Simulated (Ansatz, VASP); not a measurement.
**ZnSn2N2 in VASP and in Ansatz**

```xyz
10
Lattice="6.2596 0.0000 0.0000 0.0000 6.2596 0.0000 0.0000 0.0000 5.3036" Properties=species:S:1:pos:R:3 pbc="T T T"
Zn    0.0000    3.1298    0.0000
Zn    3.1298    0.0000    2.6518
Sn    4.1779    0.0000    0.0000
Sn    2.0817    0.0000    0.0000
Sn    0.0000    4.1779    2.6518
Sn    0.0000    2.0817    2.6518
N     4.5299    0.0000    2.6518
N     1.7297    0.0000    2.6518
N     0.0000    4.5299    0.0000
N     0.0000    1.7297    0.0000
```

Alike in both runs: task relaxation of cell and atoms; functional PBE; k mesh 2 × 2 × 2; occupations gaussian, width 0.15 eV; no spin polarisation.

|  | VASP | Ansatz |
| --- | --- | --- |
| version | VASP 6.6.1 | Ansatz 0.2.0 |
| potentials or method | VASP PAW PBE potentials, release 64 (Zn, Sn_d, N), cutoff 600 eV | scalar-relativistic, plane waves, PAW |
| valence electrons in the cell | 100 | 100 |

```csv
,VASP,Ansatz,Ansatz less VASP
"gap on the k mesh at the Fermi level, each at its own relaxed structure (eV)",none,none,-
relaxed volume (Å³/atom),23.88,23.79,-0.090
relaxed cell length with the largest relative difference (Å),5.385,5.432,+0.0472
```

A gap of «none» marks a metal or a gap that the smearing closes.

The k mesh is coarse, so the values compare programs but aren't converged.
